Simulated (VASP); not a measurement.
# KTaO3 (R-3m) in VASP: single point with PBE

Aim: the single point of KTaO3 with PBE.

Program: VASP 6.6.1. These are calculated values, not measurements. Logs are shortened: lines on timing, memory, paths and dates and some standing lists are left out, and cuts for length are marked.

**1. The cell of the first run**

Symmetry: R-3m, No. 166, trigonal system. The conventional cell has a = 5.399 Å, b = 5.399 Å, c = 9.325 Å, α = 90.00°, β = 90.00°, γ = 120.00°. K (site symmetry -3m) has 12 O at 2.70 to 3.48 Å and 6 Ta at 3.48 Å within 3.6 Å. Within 2.9 Å of Ta (site symmetry -3m) lie 6 O at 2.20 Å. O (site symmetry 2/m) has 2 Ta at 2.20 Å and 2 K at 2.70 Å and 4 O at 2.70 Å within 2.9 Å.

The cell was built from a structure type or drawn by symmetry, and may not be a known phase.

**2. Single point, PBE**

The input, INCAR:

```
SYSTEM = KTaO3
PREC     = Accurate       ! precision mode
ENCUT    = 520            ! plane-wave cutoff, eV
EDIFF    = 1E-6           ! SCF threshold, eV
ISMEAR   = 0              ! smearing method
SIGMA    = 0.1            ! smearing width, eV
LREAL    = .False.        ! projectors in reciprocal space
LASPH    = .True.         ! aspherical terms in the spheres
NELM     = 80             ! most SCF steps
ALGO     = Normal         ! electronic algorithm
ISIF     = 2              ! what is computed and relaxed
LWAVE    = .False.        ! write WAVECAR
LCHARG   = .False.        ! write CHGCAR
GGA      = PE             ! functional
NBANDS   = 27             ! bands
```

The input, KPOINTS:

```
Automatic mesh
0
Gamma
  6 6 6
  0 0 0
```

The input, POSCAR:

```
KTaO3
1.0
    2.6995569200      1.5585899200      3.1083295700
   -2.6995569200      1.5585899200      3.1083295700
    0.0000000000     -3.1171798300      3.1083295700
K Ta O
1 1 3
Direct
    0.0000000000      0.0000000000      0.0000000000
    0.5000000000      0.5000000000      0.5000000000
    0.5000000000      0.5000000000      0.0000000000
    0.0000000000      0.5000000000      0.5000000000
    0.5000000000      0.0000000000      0.5000000000
```

Potentials or basis: VASP PAW PBE potentials, release 64 (K_sv, Ta_pv, O).

Run with:

```bash
> cat potpaw_PBE.64/K_sv/POTCAR potpaw_PBE.64/Ta_pv/POTCAR potpaw_PBE.64/O/POTCAR > POTCAR
> mpirun -np 1 vasp_std > vasp.out
```

OUTCAR:

```text
SYSTEM = KTaO3
   PREC = Accurate
   ENCUT = 520
   EDIFF = 1E-6
   ISMEAR = 0
   LREAL = .False.
   LASPH = .True.
   NELM = 80
   ISIF = 2
   GGA = PE

 ion  position               nearest neighbor table
   1  0.000  0.000  0.000-   3 2.70   3 2.70   4 2.70   4 2.70   5 2.70   5 2.70   2 3.48   2 3.48
                             2 3.48   2 3.48   2 3.48   2 3.48
   2  0.500  0.500  0.500-   3 2.20   3 2.20   5 2.20   4 2.20   5 2.20   4 2.20   1 3.48   1 3.48
                             1 3.48   1 3.48   1 3.48   1 3.48
   3  0.500  0.500  0.000-   2 2.20   2 2.20   1 2.70   1 2.70
   4  0.000  0.500  0.500-   2 2.20   2 2.20   1 2.70   1 2.70
   5  0.500  0.000  0.500-   2 2.20   2 2.20   1 2.70   1 2.70

  LATTYP: Found a trigonal (rhomboedric) cell.
 ALAT       =     4.4021043614
 COS(alpha) =     0.2478675852

  Lattice vectors:

 A1 = (   2.6995569200,   1.5585899200,   3.1083295700)
 A2 = (  -2.6995569200,   1.5585899200,   3.1083295700)
 A3 = (   0.0000000000,  -3.1171798300,   3.1083295700)

Analysis of symmetry for initial positions (statically):
=====================================================================
 Subroutine PRICEL returns:
 Original cell was already a primitive cell.

 Routine SETGRP: Setting up the symmetry group for a
 trigonal (rhombohedral) supercell.

 Subroutine GETGRP returns: Found 12 space group operations
 (whereof 12 operations were pure point group operations)
 out of a pool of 12 trial point group operations.

The static configuration has the point symmetry D_3d.

Analysis of symmetry for dynamics (positions and initial velocities):
=====================================================================
 Subroutine PRICEL returns:
 Original cell was already a primitive cell.

 Routine SETGRP: Setting up the symmetry group for a
 trigonal (rhombohedral) supercell.

 Subroutine GETGRP returns: Found 12 space group operations
 (whereof 12 operations were pure point group operations)
 out of a pool of 12 trial point group operations.

The dynamic configuration has the point symmetry D_3d.

 Subroutine INISYM returns: Found 12 space group operations
 (whereof 12 operations are pure point group operations),
 and found     1 'primitive' translations

----------------------------------------------------------------------------------------

                                     Primitive cell

  volume of cell :      78.4698
[... 90 lines left out ...]
   LNONCOLLINEAR =      F non collinear calculations
   LSORBIT =      F    spin-orbit coupling
   LASPH  =      T    aspherical Exc in radial PAW
   ENCUT  =  520.0 eV  38.22 Ry    6.18 a.u.   8.18  8.18  8.18*2*pi/ulx,y,z
   NELM   =     80;   NELMIN=  2; NELMDL= -5     # of ELM steps
   EDIFF  = 0.1E-05   stopping-criterion for ELM
   LREAL  =      F    real-space projection
   EDIFFG = 0.1E-04   stopping-criterion for IOM
   NSW    =      0    number of steps for IOM
   IBRION =     -1    ionic relax: 0-MD 1-quasi-New 2-CG
   NFREE  =      0    steps in history (QN), initial steepest desc. (CG)
   ISIF   =      2    stress and relaxation
   ISYM   =      2    0-nonsym 1-usesym 2-fastsym
   POTIM  = 0.5000    time-step for ionic-motion
   TEBEG  =    0.0;   TEEND  =   0.0 temperature during run
   PSTRESS=    0.0 pullay stress
   NELECT =      38.0000    total number of electrons
   NUPDOWN=      -1.0000    fix difference up-down
   EMIN   =  10.00;   EMAX   =-10.00  energy-range for DOS
   EFERMI =   0.00;   METHOD = LEGACY
   ISMEAR =     0;   SIGMA  =   0.10  broadening in eV -4-tet -1-fermi 0-gaus
   EFERMI_NEDOS =   21; number of points for ismear=-14 and -15
   IALGO  =     38    algorithm
   IMIX   =      4    mixing-type and parameters
     AMIX     =   0.40;   BMIX     =  1.00
     AMIX_MAG =   1.60;   BMIX_MAG =  1.00
  volume/ion in A,a.u.               =      15.69       105.91
  Fermi-wavevector in a.u.,A,eV,Ry     =   1.285588  2.429409 22.486845  1.652737
  Thomas-Fermi vector in A             =   2.417713
   LORBIT       =      0    0 simple, 1 ext, 2 COOP (PROOUT), +10 PAW based schemes
   GGA     = PE    functional components
   LHFCALC =     F    Hartree Fock is set to
   AEXX    =    0.0000 exact exchange contribution
   IVDW    =     0    specifies the selected vdW correction
   LEPSILON=     F    determine dielectric tensor
   LRPA    =     F    only Hartree local field effects (RPA)
 non-spin polarized calculation
 Gauss-broadening in eV      SIGMA  =   0.10
  energy-cutoff  :      520.00
  volume of cell :       78.47
 maximum number of plane-waves:      2138
 NGX is ok and might be reduce to    36
   NGX = 17   NGY = 17   NGZ = 17

 number of electron      38.0000005 magnetization

 Free energy of the ion-electron system (eV)
  ---------------------------------------------------
  ext. energy  EPLUGINS =         0.00000000
  ---------------------------------------------------
  free energy    TOTEN  =       -36.72819576 eV

  energy without entropy =      -36.72812543  energy(sigma->0) =      -36.72816060

 E-fermi :   1.4538     XC(G=0):  -9.8104

 val. band max:        1.2754789554   @ k =   0.5000   0.5000   0.5000
 cond. band min:       1.6247258259   @ k =   0.0000   0.0000   0.0000
 fundamental gap:      0.3492468706
 Fermi energy:         1.4538145795

 k-point     1 :       0.0000    0.0000    0.0000
  band No.  band energies     occupation
      1     -34.8576      2.00000
      2     -34.8576      2.00000
      3     -34.5373      2.00000
      4     -26.9590      2.00000
      5     -16.1218      2.00000
      6     -15.2296      2.00000
[... 709 lines left out ...]
     26       9.2196      0.00000
     27       9.6649      0.00000

 [... further k-points ...]
[... 5 lines left out ...]
  --------------------------------------------------------------------------------------
  -------------------------------------------------------------------------------------
  Total       -0.7341268     -0.7341268    -29.5476541      0.0000000     -0.0000000     -0.0000000
  in kB      -14.9892198    -14.9892198   -603.2966683      0.0000000     -0.0000006     -0.0000000
  external PRESSURE =    -211.0917026 kB  Pullay stress =       0.0000000 kB

 VOLUME and BASIS-vectors are now :
 -----------------------------------------------------------------------------
  energy-cutoff  :      520.00
  volume of cell :       78.47
      direct lattice vectors                 reciprocal lattice vectors
     2.699556920  1.558589920  3.108329570     0.185215580  0.106934265  0.107238736
    -2.699556920  1.558589920  3.108329570    -0.185215580  0.106934265  0.107238736
     0.000000000 -3.117179830  3.108329570     0.000000000 -0.213868529  0.107238736

 POSITION                                       TOTAL-FORCE (eV/Angst)
 -----------------------------------------------------------------------------------
      0.00000      0.00000      0.00000         0.000000     -0.000000     -0.000000
      0.00000      0.00000      4.66249        -0.000000      0.000000     -0.000000
      0.00000      1.55859      3.10833         0.000000      0.000000      0.000000
     -1.34978     -0.77929      3.10833        -0.000000      0.000000      0.000000
      1.34978     -0.77929      3.10833         0.000000     -0.000000     -0.000000
 -----------------------------------------------------------------------------------
    total drift:                               -0.000000     -0.000000      0.000000

  FREE ENERGIE OF THE ION-ELECTRON SYSTEM (eV)
  ---------------------------------------------------
  free  energy   TOTEN  =       -36.7281957636 eV

  energy  without entropy=      -36.7281254297  energy(sigma->0) =      -36.72816060
```

OSZICAR:

```text
N       E                     dE             d eps       ncg     rms          rms(c)
DAV:   1     0.311078054723E+03    0.31108E+03   -0.20670E+04  1728   0.139E+03
DAV:   2    -0.285565104096E+02   -0.33963E+03   -0.32904E+03  2080   0.380E+02
DAV:   3    -0.475621668745E+02   -0.19006E+02   -0.18900E+02  2186   0.871E+01
DAV:   4    -0.480846421406E+02   -0.52248E+00   -0.52189E+00  2954   0.121E+01
DAV:   5    -0.480867854100E+02   -0.21433E-02   -0.21430E-02  2210   0.834E-01    0.222E+01
DAV:   6    -0.379040727184E+02    0.10183E+02   -0.49971E+01  1827   0.391E+01    0.117E+01
DAV:   7    -0.371395629206E+02    0.76451E+00   -0.84794E+00  2032   0.148E+01    0.688E+00
DAV:   8    -0.372280665396E+02   -0.88504E-01   -0.42342E+00  2017   0.105E+01    0.588E+00
DAV:   9    -0.367370801478E+02    0.49099E+00   -0.11555E+00  1973   0.512E+00    0.113E+00
DAV:  10    -0.367291584915E+02    0.79217E-02   -0.46350E-02  2062   0.128E+00    0.489E-01
DAV:  11    -0.367306166020E+02   -0.14581E-02   -0.78528E-03  2326   0.451E-01    0.406E-01
DAV:  12    -0.367281627797E+02    0.24538E-02   -0.78271E-03  2004   0.467E-01    0.357E-02
DAV:  13    -0.367281925529E+02   -0.29773E-04   -0.32906E-04  1998   0.117E-01    0.301E-02
DAV:  14    -0.367281952236E+02   -0.26707E-05   -0.32909E-05  2197   0.327E-02    0.682E-03
DAV:  15    -0.367281957636E+02   -0.53996E-06   -0.23239E-06  1731   0.975E-03
   1 F= -.36728196E+02 E0= -.36728161E+02  d E =-.703339E-04
```

stdout:

```text
POSCAR found type information on POSCAR K TaO
 POSCAR found :  3 types and       5 ions
 scaLAPACK will be used
 LDA part: xc-table for (Slater+PW92), standard interpolation
 POSCAR, INCAR and KPOINTS ok, starting setup
 FFT: planning ... GRIDC
 FFT: planning ... GRID_SOFT
 FFT: planning ... GRID
 WAVECAR not read
 entering main loop
```

Run time: 73 s. Hardware: 1 thread of Intel Xeon 8259CL, shared host; peak memory 0.24 GiB.

What came out:

```
Free energy            : -36.7282 eV
Pressure               : -21.1 GPa
Band gap on the k mesh : 0.35 eV (least direct gap 0.46 eV)
```

Levels at points of the mesh, in eV from the valence-band top:
```tsv
k point	band 17	band 18	band 19	band 20	band 21	band 22
(0.00, 0.00, 0.00)	-0.58	-0.11	-0.11	0.35	0.35	0.41
(0.50, 0.00, 0.00)	-2.05	-1.57	-0.25	0.58	2.10	2.32
(0.50, 0.50, 0.00)	-1.51	-1.50	-0.14	2.06	2.18	3.08
(0.50, 0.50, 0.50)	-0.37	0.00	0.00	2.95	2.95	3.41
```

Caveat: the cell stands under tension; spin-orbit coupling is left out, which moves the levels of the heavy elements. A k mesh can miss the band edges.
